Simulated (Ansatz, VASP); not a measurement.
**AlNi: VASP beside Ansatz**

The input INCAR:

```
ALGO     = Fast           # electronic algorithm
EDIFF    = 1E-6           # SCF threshold, eV
ENCUT    = 520            # plane-wave cutoff, eV
GGA      = PE             # functional
ISIF     = 2              # what is computed and relaxed
ISMEAR   = 0              # smearing method
LASPH    = True           # aspherical terms in the spheres
LCHARG   = True           # write CHGCAR
LELF     = True           # ELF
LREAL    = False          # projectors in reciprocal space
LVHAR    = True         
LWAVE    = False          # write WAVECAR
NBANDS   = 28             # bands
NELM     = 60             # most SCF steps
PREC     = Accurate       # precision mode
SIGMA    = 0.15           # smearing width, eV
```

File KPOINTS:

```
k-points
0
Gamma
  15 15 5
```

The input POSCAR:

```
AlNi
1.0
    0.0000000000     -2.8927237813      0.0000000000
    0.0000000000      0.0000000000     -2.8927237813
   10.6781713440     -0.7231809453     -0.7231809453
Al Ni
3 3
Direct
    0.8476183726     -0.1523816274      0.6095265096
    0.9830687081     -0.0169312919      0.0677251677
    0.9153435403     -0.0846564597      0.3386258387
    0.3137557887      0.3137557887      0.7449768450
    0.4492061242      0.4492061242      0.2031755032
    0.3814809565      0.3814809565      0.4740761741
```

Input for Ansatz:

```yaml
crystal:
  lattice:
    - [0.0, -2.8927237813, 0.0]
    - [0.0, 0.0, -2.8927237813]
    - [10.678171344, -0.7231809453, -0.7231809453]
  atoms:
    - { symbol: Al, position: [0.8476183726, -0.1523816274, 0.6095265096] }
    - { symbol: Al, position: [0.9830687081, -0.0169312919, 0.0677251677] }
    - { symbol: Al, position: [0.9153435403, -0.0846564597, 0.3386258387] }
    - { symbol: Ni, position: [0.3137557887, 0.3137557887, 0.744976845] }
    - { symbol: Ni, position: [0.4492061242, 0.4492061242, 0.2031755032] }
    - { symbol: Ni, position: [0.3814809565, 0.3814809565, 0.4740761741] }
basis:
  ecutwfc: 520.0
kpoints:
  mp_grid: { grid: [15, 15, 5] }
hamiltonian:
  xc: pbe
  pseudopotentials: { kind: paw, azcp: { folder: soft_1 } }
scf:
  occupations: { method: gaussian, width: 0.15 }
output:
  forces: true
  stress: true
  eigenvalues: true
```

Alike in both runs: task single point; functional PBE; k mesh 15 × 15 × 5; occupations gaussian, width 0.15 eV; no spin polarisation.

|  | VASP | Ansatz |
| --- | --- | --- |
| version | VASP 6.6.1 | Ansatz 0.2.0 |
| potentials or method | VASP PAW PBE potentials, release 64 (Al, Ni), cutoff 520 eV | scalar-relativistic, plane waves, PAW |
| valence electrons in the cell | 39 | 63 |

|  | VASP | Ansatz | Ansatz less VASP |
| --- | --- | --- | --- |
| gap on the k mesh at the Fermi level (eV) | none | none | - |
| pressure (GPa) | -5.2 | -5.5 | -0.26 |
| traceless stress, the component that is largest in VASP (GPa) | -0.33 | -0.32 | +0.009 |
| rms of the force components (eV/Å) | 0.239 | 0.242 | +0.0029 |

Atom by atom the forces differ by 0.004 eV/Å (rms over components). A gap of «none» marks a metal or a gap that the smearing closes. With one functional, cell and mesh, what is left measures potentials, basis and numerics. VASP's potentials hold 39 valence electrons a cell and Ansatz's 63, so a difference there can come from the potentials and not from the codes.
